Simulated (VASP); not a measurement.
Input of a VASP 6.6.1 run:

The input INCAR:

```
SYSTEM = In7GaAsP7
  ALGO = Normal
  EDIFF = 1E-6
  ENCUT = 520
  GGA = PS
  ISIF = 2
  ISMEAR = -1
  LASPH = .True.
  LCHARG = .False.
  LREAL = Auto
  LWAVE = .False.
  NBANDS = 326
  NCORE = 4
  NELM = 60
  PREC = Accurate
  SIGMA = 0.05
```

The input KPOINTS:

```
Automatic mesh
0
Gamma
  1 1 1
  0.5 0.5 0.5
```

POSCAR

```
In7GaAsP7
1.0
   11.7100597962      0.0000000000      0.0000000000
    0.0000000000     11.7100597962      0.0000000000
    0.0000000000      0.0000000000     11.7100597962
In Ga P As
28 4 28 4
Direct
    0.0023240000      0.0054540000      0.9987620000
    0.0019930000      0.0047310000      0.4980040000
    0.9999040000      0.4969970000      0.0025200000
    0.0021320000      0.4950510000      0.4987050000
    0.5025770000      0.0006330000      0.9943450000
    0.4968470000      0.4995720000      0.9933650000
    0.4969960000      0.4994580000      0.5025790000
    0.2474560000      0.2503850000      0.0021300000
    0.2495010000      0.7470130000      0.9934950000
    0.2544390000      0.7521650000      0.5031700000
    0.7532370000      0.2503520000      0.0015900000
    0.7497480000      0.2477380000      0.4984290000
    0.7472380000      0.7494260000      0.9914140000
    0.7464020000      0.7520230000      0.5030860000
    0.2437740000      0.0052880000      0.2548590000
    0.2548930000      0.0005910000      0.7451480000
    0.2481390000      0.4948220000      0.2520650000
    0.2513640000      0.5002380000      0.7465590000
    0.7470380000      0.0058390000      0.2550300000
    0.7467780000      0.9983460000      0.7468340000
    0.7563220000      0.4944500000      0.2535520000
    0.7469800000      0.5015740000      0.7492780000
    0.0015490000      0.2508890000      0.7474320000
    0.0022500000      0.7464040000      0.2527020000
    0.0001680000      0.7503790000      0.7485840000
    0.4996120000      0.2509050000      0.2513440000
    0.4969610000      0.2478220000      0.7442170000
    0.4996970000      0.7527660000      0.2583510000
    0.5013150000      0.9970690000      0.5069440000
    0.2467010000      0.2501060000      0.5011620000
    0.0025760000      0.2496290000      0.2527620000
    0.4997830000      0.7516800000      0.7463770000
    0.1178260000      0.1336980000      0.1323630000
    0.1319180000      0.1311590000      0.6192710000
    0.1267180000      0.6225980000      0.1246160000
    0.1253740000      0.6250690000      0.6230850000
    0.6241600000      0.1261210000      0.1236920000
    0.6198070000      0.1185700000      0.6179350000
    0.6164710000      0.6307870000      0.6311380000
    0.3747900000      0.3752750000      0.1237030000
    0.3659340000      0.3684370000      0.6172330000
    0.3887000000      0.8743820000      0.6258720000
    0.8846210000      0.3663880000      0.1335650000
    0.8723030000      0.3748910000      0.6247250000
    0.8766830000      0.8775800000      0.6232070000
    0.3735170000      0.1266530000      0.8750860000
    0.3725880000      0.6230000000      0.3763790000
    0.3812980000      0.6316350000      0.8626610000
    0.8822010000      0.1331580000      0.3689880000
    0.8738360000      0.1250970000      0.8711300000
    0.8746730000      0.6245350000      0.3790870000
    0.8765900000      0.6224900000      0.8738980000
    0.1254690000      0.3604740000      0.3754650000
    0.1259970000      0.3762720000      0.8742220000
    0.1251280000      0.8735920000      0.3780640000
    0.1259720000      0.8780010000      0.8715650000
    0.6248100000      0.3758780000      0.3772900000
    0.6244510000      0.3718160000      0.8724090000
    0.6190240000      0.8846900000      0.3849160000
    0.6175240000      0.8685560000      0.8643740000
    0.6256170000      0.6229370000      0.1267980000
    0.3724790000      0.8774390000      0.1252690000
    0.8729270000      0.8755560000      0.1249430000
    0.3756070000      0.1243380000      0.3912270000
```

Potentials or basis: VASP PAW PBE potentials, release 64 (In_d, Ga_d, P, As).

The run is started by

```console
$ cat potpaw_PBE.64/In_d/POTCAR potpaw_PBE.64/Ga_d/POTCAR potpaw_PBE.64/P/POTCAR potpaw_PBE.64/As/POTCAR > POTCAR
$ mpirun -np 4 vasp_std > vasp.out
```

Question: What does it give for the band gap on the k mesh?

Answer: 1.84 eV.

Question: Predict the largest force.

Answer: 0.026 eV/Å.

Forces on the atoms (eV/Å):
```
In   0.009  0.008 -0.007
In   0.001 -0.003 -0.004
In   0.001  0.003  0.002
In   0.006  0.003  0.003
In   0.016  0.003 -0.005
In  -0.020 -0.006 -0.004
In   0.000  0.009  0.001
In   0.017  0.003  0.005
In   0.001 -0.012 -0.001
In   0.003  0.002 -0.007
In  -0.012  0.001  0.003
In  -0.004  0.021 -0.015
In  -0.002  0.014 -0.007
In   0.006 -0.002  0.007
In  -0.015 -0.008 -0.005
In   0.004 -0.008 -0.004
In   0.010 -0.013 -0.018
In   0.005 -0.005  0.002
In   0.006  0.001  0.001
In  -0.007 -0.006  0.004
In   0.010 -0.005 -0.008
In   0.005  0.008  0.007
In   0.009 -0.006  0.018
In   0.004 -0.004  0.008
In  -0.004 -0.006  0.003
In  -0.004 -0.009 -0.005
In   0.003 -0.005  0.005
In   0.013 -0.001  0.012
Ga   0.012 -0.009  0.011
Ga  -0.011  0.009  0.008
Ga  -0.003  0.001 -0.001
Ga   0.000  0.003  0.003
P   -0.006  0.002  0.003
P    0.002  0.001 -0.007
P   -0.001  0.002  0.001
P   -0.001  0.003  0.000
P    0.000  0.003  0.000
P   -0.006 -0.002 -0.002
P   -0.003  0.001 -0.001
P   -0.002 -0.002  0.000
P   -0.005  0.001 -0.004
P    0.005 -0.001 -0.003
P   -0.001 -0.001  0.005
P   -0.002 -0.001  0.003
P    0.000  0.001  0.000
P   -0.003  0.001 -0.001
P   -0.003 -0.001  0.001
P   -0.001  0.000 -0.002
P    0.001  0.001  0.000
P    0.000  0.002 -0.002
P   -0.001  0.002 -0.001
P   -0.003  0.000 -0.005
P   -0.002 -0.004 -0.001
P   -0.002 -0.003 -0.002
P   -0.004  0.001  0.003
P   -0.001  0.001 -0.002
P   -0.001 -0.001  0.002
P   -0.002  0.000 -0.003
P   -0.009  0.005  0.005
P   -0.005 -0.002 -0.004
As  -0.002 -0.003  0.003
As  -0.004  0.006  0.000
As   0.006  0.001  0.001
As  -0.006  0.004  0.001
```

Caveat: the PAW data sets were made with another functional, which shifts forces and pressure a little; spin-orbit coupling is left out, which moves the levels of the heavy elements; a shifted mesh leaves out Γ, where band edges can lie. A k mesh can miss the band edges.
